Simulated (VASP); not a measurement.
# SrCl2 in VASP: further runs, part 2 of 2

VASP 6.6.1.

## (3) Single point, PBEsol (atom 1 (Sr) moved 0.08 Å along y)

The input, INCAR:

```
SYSTEM = SrCl2
  PREC = Accurate
  ENCUT = 520
  EDIFF = 1E-6
  ISMEAR = 0
  SIGMA = 0.05
  LREAL = .FALSE.
  LASPH = .TRUE.
  NELM = 100
  ALGO = Normal
  ISIF = 2
  LWAVE = .FALSE.
  LCHARG = .FALSE.
  GGA = PS
  NBANDS = 19
```

The input, KPOINTS:

```
regular mesh
0
G
  8 8 8
  0 0 0
```

The input, POSCAR:

```
SrCl2
1.0
    2.4416991184      1.4097156433      3.9901315514
   -2.4416991184      1.4097156433      3.9901315514
    0.0000000000     -2.8194312866      3.9901315514
Sr Cl
1 2
Direct
    0.0094581722      0.0094581722     -0.0189163444
    0.2499365507      0.2499365507      0.2499365507
    0.7500634493      0.7500634493      0.7500634493
```

Potentials or basis: VASP PAW PBE potentials, release 64 (Sr_sv, Cl).

On the command line:

```sh
$ cat potpaw_PBE.64/Sr_sv/POTCAR potpaw_PBE.64/Cl/POTCAR > POTCAR
$ mpirun -np 1 vasp_std > vasp.out
```

Wall time 3.2 min (1 thread of Oxide Virtual Turin-like, shared host); peak memory 0.32 GiB.

The run converged. Its results:

```
Free energy            : -13.3331 eV
Pressure               : 0.2 GPa
Largest force          : 0.238 eV/Å
Band gap on the k mesh : 5.24 eV (least direct gap 5.34 eV)
```

Forces in eV/Å, atoms in the order of the input:
```
Sr   0.000 -0.238  0.001
Cl   0.000  0.134 -0.010
Cl   0.000  0.104  0.009
```

Stress tensor (GPa, compression positive):
```
 0.21  0.00  0.00
 0.00  0.31 -0.05
 0.00 -0.05  0.16
```

Levels at points of the mesh, in eV from the valence-band top:
```tsv
k point	band 8	band 9	band 10	band 11	band 12	band 13	band 14	band 15	band 16	band 17
(0.00, 0.00, 0.00)	-2.28	-2.28	-0.37	-0.36	-0.36	5.24	5.96	5.97	8.83	8.87
(0.50, 0.00, 0.00)	-1.69	-1.60	-1.40	-1.12	-1.11	6.62	6.62	7.45	7.81	8.69
(0.00, 0.00, 0.50)	-1.70	-1.60	-1.40	-1.12	-1.11	6.62	6.63	7.34	7.93	8.69
(0.50, 0.50, 0.00)	-1.99	-1.99	-0.45	-0.44	0.00	5.34	7.01	7.56	8.01	8.02
(0.50, 0.00, 0.50)	-1.99	-1.99	-0.46	-0.44	0.00	5.34	7.00	7.57	7.97	8.02
(0.50, 0.50, 0.50)	-1.69	-1.60	-1.40	-1.12	-1.12	6.62	6.63	7.51	7.74	8.68
```

Caveat: the cell differs from its parent crystal (atom 1 (Sr) moved 0.08 Å along y); the PAW data sets were made with another functional, which shifts forces and pressure a little. A k mesh can miss the band edges.

## (4) Single point, PBEsol

This run uses another cell than the first one, of 28.29 Å³/atom.

The input, INCAR:

```
PREC = Accurate
ENCUT = 520
EDIFF = 1E-6
ISMEAR = 0
SIGMA = 0.05
LREAL = F
LASPH = T
NELM = 80
ALGO = Normal
ISIF = 2
LWAVE = F
LCHARG = T
GGA = PS
LELF = T
LVHAR = T
NBANDS = 19
```

The input, KPOINTS:

```
regular mesh
0
Gamma
  8 8 8
```

The input, POSCAR:

```
SrCl2
1.0
    2.4416991184      1.4520071126      3.9901315514
   -2.4416991184      1.4520071126      3.9901315514
    0.0000000000     -2.9040142252      3.9901315514
Sr Cl
1 2
Direct
    0.0000000000      0.0000000000      0.0000000000
    0.2499365507      0.2499365507      0.2499365507
    0.7500634493      0.7500634493      0.7500634493
```

Potentials or basis: VASP PAW PBE potentials, release 64 (Sr_sv, Cl).

On the command line:

```sh
$ cat potpaw_PBE.64/Sr_sv/POTCAR potpaw_PBE.64/Cl/POTCAR > POTCAR
$ mpirun -np 1 vasp_std > vasp.out
```

OUTCAR:

```text
PREC = Accurate
   ENCUT = 520
   EDIFF = 1E-6
   ISMEAR = 0
   LREAL = F
   LASPH = T
   NELM = 80
   ISIF = 2
   GGA = PS

 ion  position               nearest neighbor table
   1  0.000  0.000  0.000-   2 2.99   3 2.99   3 3.01   3 3.01   2 3.01   2 3.01   3 3.07   2 3.07

   2  0.250  0.250  0.250-   1 2.99   1 3.01   1 3.01   1 3.07
   3  0.750  0.750  0.750-   1 2.99   1 3.01   1 3.01   1 3.07

  LATTYP: Found a base centered monoclinic cell.
 ALAT       =     8.4922257277
 B/A-ratio  =     0.5750433860
 C/A-ratio  =     0.5811224047
[... 722 lines left out ...]

  FORCE on cell =-STRESS in cart. coord.  units (eV):
  Direction    XX          YY          ZZ          XY          YZ          ZX
  --------------------------------------------------------------------------------------
  -------------------------------------------------------------------------------------
  Total       -0.2928006     -0.8043476     -0.3316637      0.0000000     -0.0947258      0.0000000
  in kB       -5.5269193    -15.1829087     -6.2605023      0.0000000     -1.7880490      0.0000000
  external PRESSURE =      -8.9901101 kB  Pullay stress =       0.0000000 kB

 VOLUME and BASIS-vectors are now :
 -----------------------------------------------------------------------------
  energy-cutoff  :      520.00
  volume of cell :       84.88
      direct lattice vectors                 reciprocal lattice vectors
     2.441699118  1.452007113  3.990131551     0.204775435  0.114783643  0.083539434
    -2.441699118  1.452007113  3.990131551    -0.204775435  0.114783643  0.083539434
     0.000000000 -2.904014225  3.990131551     0.000000000 -0.229567287  0.083539434

 POSITION                                       TOTAL-FORCE (eV/Angst)
 -----------------------------------------------------------------------------------
      0.00000      0.00000      0.00000         0.000000     -0.000000     -0.000000
      0.00000      0.00000      2.99184         0.000000     -0.045498      0.038965
      0.00000      0.00000      8.97856         0.000000      0.045498     -0.038965
 -----------------------------------------------------------------------------------
    total drift:                               -0.000000      0.000000     -0.000000

  FREE ENERGIE OF THE ION-ELECTRON SYSTEM (eV)
  ---------------------------------------------------
  free  energy   TOTEN  =       -13.3320537991 eV

  energy  without entropy=      -13.3320537991  energy(sigma->0) =      -13.33205380
```

Wall time 3.9 min (1 thread of Oxide Virtual Turin-like, shared host); peak memory 0.34 GiB.

Results:

```
Free energy            : -13.3321 eV
Pressure               : -0.9 GPa
Largest force          : 0.060 eV/Å
Band gap on the k mesh : 5.10 eV (least direct gap 5.33 eV)
```

Forces on the atoms (eV/Å):
```
Sr   0.000  0.000  0.000
Cl   0.000 -0.045  0.039
Cl   0.000  0.045 -0.039
```

Levels at points of the mesh, in eV from the valence-band top:
```
           k point  band 10  band 11  band 12  band 13  band 14  band 15
(0.00, 0.00, 0.00)    -0.45    -0.34    -0.32     5.10     5.90     6.00
(0.50, 0.00, 0.00)    -1.38    -1.11    -1.09     6.53     6.64     7.39
(0.50, 0.50, 0.00)    -0.44    -0.40    -0.09     5.33     6.81     7.49
(0.00, 0.00, 0.50)    -1.39    -1.09    -1.08     6.53     6.57     7.32
(0.50, 0.00, 0.50)    -0.54    -0.38     0.00     5.33     6.92     7.49
(0.50, 0.50, 0.50)    -1.38    -1.12    -1.09     6.57     6.63     7.41
```

Caveat: the PAW data sets were made with another functional, which shifts forces and pressure a little. A k mesh can miss the band edges.

## (5) Summary

```tsv
cell	gap on the mesh (eV)	pressure (GPa)	largest force (eV/Å)
a = 4.950 Å, angles 60.0°, 3 atoms, atomic positions A	5.10	-1.3	-
a = 4.886 Å, angles 60.0°, 3 atoms, atomic positions B	5.24	0.2	0.24
a = 4.898, b = 4.898, c = 4.935 Å, angles 61.0, 61.0, 59.8°, 3 atoms, atomic positions A	5.10	-0.9	0.06
```

Alike in all rows: task single point; level PBEsol; potentials or basis VASP PAW PBE potentials, release 64 (Sr_sv, Cl); no spin polarisation; k mesh 8 × 8 × 8; cutoff (eV) 520; smearing gaussian 0.05 eV.

Caveats: the PAW data sets were made with another functional, which shifts forces and pressure a little.

Total energies depend on the potentials used, so only differences within one code and one set of settings carry meaning.
